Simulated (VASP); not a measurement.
# Li2Se: single point with r2SCAN+D3(BJ)

Crystal: Li2Se.

```
Li Se
1.0
     0.00000    3.00779    3.00779
     3.00779    0.00000    3.00779
     3.00779    3.00779    0.00000
Li Se
2 1
Direct
  0.25000 0.25000 0.25000
  0.75000 0.75000 0.75000
  0.00000 0.00000 0.00000
```

```yaml
Program: VASP 6.6.1
Task: single point
Functional: r2SCAN
Dispersion: D3(BJ)
Potentials_or_basis: VASP PAW PBE potentials, release 64 (Li_sv, Se)
Cutoff: 830 eV
k_mesh: 8 × 8 × 8
Occupations: gaussian, width 0.05 eV
Spin: no spin polarisation
Dipole_correction: no
Further_INCAR_settings: ALGO = Normal; EDIFF = 1e-06; NBANDS = 13
```

The pressure is -1.8 GPa, the band gap on the k mesh is 3.47 eV (least direct gap 4.11 eV) and the dispersion energy per atom is -0.125 eV.

Levels at points of the mesh, in eV from the valence-band top:
```csv
k point,band 4,band 5,band 6,band 7,band 8,band 9
"(0.00, 0.00, 0.00)",0.00,0.00,0.00,4.11,6.30,6.30
"(0.50, 0.00, 0.00)",-2.87,-0.52,-0.52,5.92,6.59,6.59
"(0.50, 0.50, 0.00)",-2.24,-1.42,-1.42,3.47,6.96,11.27
```

It took 2.2 min on 1 thread of Intel(R) Xeon(R) Platinum 8488C (Sapphire Rapids) (shared host), peak memory 0.28 GiB.

Caveat: three body term missing; the PAW data sets were made with another functional, which shifts forces and pressure a little. r2SCAN opens gaps a little over a GGA but as a rule still falls short of measured ones.
